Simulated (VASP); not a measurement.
Crystal: Al3GaAs4.

```xyz
8
Lattice="5.4389 0.0000 0.0000 0.0000 5.4389 0.0000 0.0000 0.0000 5.4389" Properties=species:S:1:pos:R:3 pbc="T T T"
Al    0.0000    2.7194    2.7194
Al    2.7194    0.0000    2.7194
Al    2.7194    2.7194    0.0000
Ga    0.0000    0.0000    0.0000
As    1.3597    1.3597    4.0792
As    1.3597    4.0792    1.3597
As    4.0792    1.3597    1.3597
As    4.0792    4.0792    4.0792
```

```yaml
Program: VASP 6.6.1
Task: relaxation of cell and atoms
Functional: PBE
Potentials_or_basis: VASP PAW PBE potentials, release 64 (Al, Ga_d, As)
Cutoff: 600 eV
k_mesh: 4 × 4 × 4
Occupations: gaussian, width 0.1 eV
Spin: no spin polarisation
```

At the start: pressure 14.9 GPa; volume 20.11 Å³/atom.

Task: How do energy, volume and symmetry change on relaxing?

Result: Over 5 steps the energy falls by 141.4 meV/atom and the volume is 23.53 Å³/atom (+17.0 %); space group P-43m (No. 215, to 0.1 Å) before and after.

The path:
| step | energy change (eV) | largest force (eV/Å) | pressure (GPa) | volume (Å³) |
| --- | --- | --- | --- | --- |
| 1 | 0.0000 | 0.1067 | 14.94 | 160.89 |
| 2 | -0.7760 | 0.0659 | -5.25 | 208.62 |
| 3 | -1.1310 | 0.0640 | -0.01 | 188.86 |
| 4 | -1.1307 | 0.0642 | 0.20 | 188.27 |
| 5 | -1.1312 | 0.0325 | 0.20 | 188.27 |

Final structure:
```
Al Ga As
1.0
     5.73143    0.00000    0.00000
     0.00000    5.73143    0.00000
     0.00000    0.00000    5.73143
Al Ga As
3 1 4
Cartesian
  0.0000 2.8657 2.8657
  2.8657 0.0000 2.8657
  2.8657 2.8657 0.0000
  0.0000 0.0000 0.0000
  1.4364 1.4364 4.2950
  1.4364 4.2950 1.4364
  4.2950 1.4364 1.4364
  4.2950 4.2950 4.2950
```

Caveat: the volume moved by over 15 % at a fixed basis, so the end points are rough.
